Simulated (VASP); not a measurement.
## Nb2H: relaxation of cell and atoms with PBE

Crystal: Nb2H.

```
Nb H
1.0
     4.34424    0.00000    0.00000
     0.00000    4.34424    0.00000
     0.00000    0.00000    4.34424
Nb H
4 2
Direct
  0.25000 0.25000 0.25000
  0.75000 0.75000 0.25000
  0.75000 0.25000 0.75000
  0.25000 0.75000 0.75000
  0.50000 0.50000 0.50000
  0.00000 0.00000 0.00000
```

The cell was built from a structure type or drawn by symmetry, and may not be a known phase.

| Item | Value |
| --- | --- |
| Program | VASP 6.6.1 |
| Task | relaxation of cell and atoms |
| Functional | PBE |
| Potentials or basis | VASP PAW PBE potentials, release 64 (Nb_sv, H) |
| Cutoff | 600 eV |
| k mesh | 10 × 10 × 10 |
| Occupations | gaussian, width 0.1 eV |
| Spin | no spin polarisation |
| Dipole correction | no |
| Further INCAR settings | ALGO = Normal; EDIFF = 1e-06; IBRION = 2; EDIFFG = -0.01; NSW = 100; ISIF = 3 |

The relaxed volume is 13.63 Å³/atom, the relaxed cell is a = 4.341 Å, b = 4.341 Å, c = 4.341 Å, α = 90.00°, β = 90.00°, γ = 90.00° and the space group after relaxing (to 0.1 Å) is Pn-3m (No. 224). The energy gained by relaxing is 0.0 meV/atom and the ionic steps are 3. The pressure after relaxing is 0.0 GPa and the band gap on the k mesh is zero (bands 27 and 28 overlap by 1.39 eV).

The path:
| step | energy change (eV) | largest force (eV/Å) | pressure (GPa) | volume (Å³) |
| --- | --- | --- | --- | --- |
| 1 | 0.0000 | 0.0000 | -0.40 | 81.99 |
| 2 | 0.0000 | 0.0000 | 0.42 | 81.59 |
| 3 | -0.0002 | 0.0000 | 0.02 | 81.79 |

Final structure:
```yaml
crystal:
  lattice:
    - [4.34083, 0.00000, 0.00000]
    - [0.00000, 4.34083, 0.00000]
    - [0.00000, 0.00000, 4.34083]
  atoms:
    - { symbol: Nb, position: [0.25000, 0.25000, 0.25000] }
    - { symbol: Nb, position: [0.75000, 0.75000, 0.25000] }
    - { symbol: Nb, position: [0.75000, 0.25000, 0.75000] }
    - { symbol: Nb, position: [0.25000, 0.75000, 0.75000] }
    - { symbol: H, position: [0.50000, 0.50000, 0.50000] }
    - { symbol: H, position: [0.00000, 0.00000, 0.00000] }
```

Levels at points of the mesh, in eV from the Fermi level:
| k point | band 24 | band 25 | band 26 | band 27 | band 28 | band 29 | band 30 | band 31 |
| --- | --- | --- | --- | --- | --- | --- | --- | --- |
| (0.00, 0.00, 0.00) | -3.01 | -0.22 | -0.22 | -0.22 | 2.29 | 2.29 | 3.08 | 3.08 |
| (0.50, 0.00, 0.00) | -1.63 | -1.09 | -1.09 | 0.29 | 0.29 | 1.02 | 1.02 | 1.60 |
| (0.50, 0.50, 0.00) | -1.21 | -1.20 | -1.20 | -1.03 | -1.03 | 0.97 | 0.97 | 1.10 |
| (0.50, 0.50, 0.50) | -0.59 | -0.24 | -0.24 | -0.03 | -0.03 | -0.03 | 0.87 | 0.87 |

Wall time 6.2 min on 1 thread of Intel(R) Xeon(R) Platinum 8488C (Sapphire Rapids), on a shared host, peak memory 0.3 GiB.
